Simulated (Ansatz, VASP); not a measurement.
Two plane-wave programs on Cu3O2

INCAR

```
PREC = Accurate
ENCUT = 520
EDIFF = 1E-6
ISMEAR = -1
SIGMA = 0.05
LREAL = False
LASPH = True
NELM = 80
ALGO = Normal
ISIF = 2
LWAVE = False
LCHARG = True
GGA = PS
LELF = True
LVHAR = True
NBANDS = 30
```

KPOINTS

```
regular mesh
0
Gamma
  8 8 8
```

The input POSCAR:

```
Cu3O2
1.0
   -2.0229820000      2.0229820000      3.6001446600
    2.0229820000     -2.0229820000      3.6001446600
    2.0229820000      2.0229820000     -3.6001446600
Cu O
3 2
Direct
    0.0000000000      0.0000000000      0.0000000000
    0.7500000000      0.2500000000      0.5000000000
    0.2500000000      0.7500000000      0.5000000000
    0.5000000000      0.0000000000      0.5000000000
    0.0000000000      0.5000000000      0.5000000000
```

The input input.yaml:

```yaml
crystal:
  lattice:
    - [-2.022982, 2.022982, 3.60014466]
    - [2.022982, -2.022982, 3.60014466]
    - [2.022982, 2.022982, -3.60014466]
  atoms:
    - { symbol: Cu, position: [0.0, 0.0, 0.0] }
    - { symbol: Cu, position: [0.75, 0.25, 0.5] }
    - { symbol: Cu, position: [0.25, 0.75, 0.5] }
    - { symbol: O, position: [0.5, 0.0, 0.5] }
    - { symbol: O, position: [0.0, 0.5, 0.5] }
hamiltonian:
  xc: pbesol
  pseudopotentials: { kind: paw }
kpoints:
  mp_grid: { grid: [8, 8, 8] }
  band_path:
    path:
      - [[0.0, 0.0, 0.0], [0.5, -0.5, 0.0], [0.5, -0.5, 0.1578752814], [0.3289376407, -0.3289376407, 0.3289376407], [0.0, 0.0, 0.0], [0.5, 0.5, -0.5], [0.6710623593, 0.3289376407, -0.3289376407], [0.5, 0.0, 0.0], [0.75, -0.25, -0.25], [0.8421247186, 0.1578752814, -0.5], [0.5, 0.5, -0.5]]
      - [[0.5, -0.5, 0.0], [0.75, -0.25, -0.25]]
    npoints: 14
scf:
  occupations: { method: fermi_dirac, width: 0.05 }
  n_extra_bands: 12
output:
  forces: true
  stress: true
  eigenvalues: true
  fatbands: false
  write_density: true
  write_potential: true
  elf: true
  volumetric_format: npy
```

Alike in both runs: functional PBEsol; k mesh 8 × 8 × 8; occupations fermi-dirac, width 0.05 eV; no spin polarisation.

```csv
,VASP,Ansatz
version,VASP 6.6.1,Ansatz 0.2.0
potentials or method,"VASP PAW PBE potentials, release 64 (Cu, O)",Ansatz PAW
plane-wave cutoff (eV),520,420
valence electrons in the cell,45,69
task,single point,band structure
```

Ansatz gave:

| Property | Result |
| --- | --- |
| gap on the k mesh at the Fermi level (eV) | none |
| pressure (GPa) | -1.7 |
| traceless stress, the component that is largest in VASP (GPa) | 3.10 |

Problem. What did VASP give for the same quantities?

Solution. gap on the k mesh at the Fermi level (eV): none; pressure (GPa): -0.8; traceless stress, the component that is largest in VASP (GPa): 4.03.

VASP's potentials were made for PBE, not for PBEsol. A gap of «none» marks a metal or a gap that the smearing closes. VASP's potentials hold 45 valence electrons a cell and Ansatz's 69, so a difference there can come from the potentials and not from the codes.
